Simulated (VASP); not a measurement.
Runs of VASP 6.6.1 on Ru. The structure is that of space group P6_3/mmc (No. 194), or close to it. The cells are those of the table. 

```tsv
cell	gap on the mesh (eV)	pressure (GPa)
a = 2.759, b = 2.759, c = 4.366 Å, angles 90.0, 90.0, 120.0°, 2 atoms	none	-12.7
a = 2.651, b = 2.651, c = 4.194 Å, angles 90.0, 90.0, 120.0°, 2 atoms	none	28.3
a = 2.741, b = 2.741, c = 4.338 Å, angles 90.0, 90.0, 120.0°, 2 atoms	none	(b)
a = 2.669, b = 2.669, c = 4.224 Å, angles 90.0, 90.0, 120.0°, 2 atoms	none	19.3
a = 2.706, b = 2.706, c = 4.282 Å, angles 90.0, 90.0, 120.0°, 2 atoms	none	(a)
a = 2.724, b = 2.724, c = 4.310 Å, angles 90.0, 90.0, 120.0°, 2 atoms	none	-2.0
a = 2.688, b = 2.688, c = 4.253 Å, angles 90.0, 90.0, 120.0°, 2 atoms	none	11.4
```

Alike in all rows: task single point; level PBE; potentials or basis VASP PAW PBE potentials, release 64 (Ru_pv); no spin polarisation; k mesh 12 × 12 × 7; cutoff (eV) 520; smearing gaussian 0.05 eV.

Problem. Estimate the missing entries.

Solution. (a) 4.3; (b) -7.7.

A k mesh can miss the band edges, and the runs leave out spin-orbit coupling on Ru.

A gap of «none» marks levels without a gap at the run's occupations.
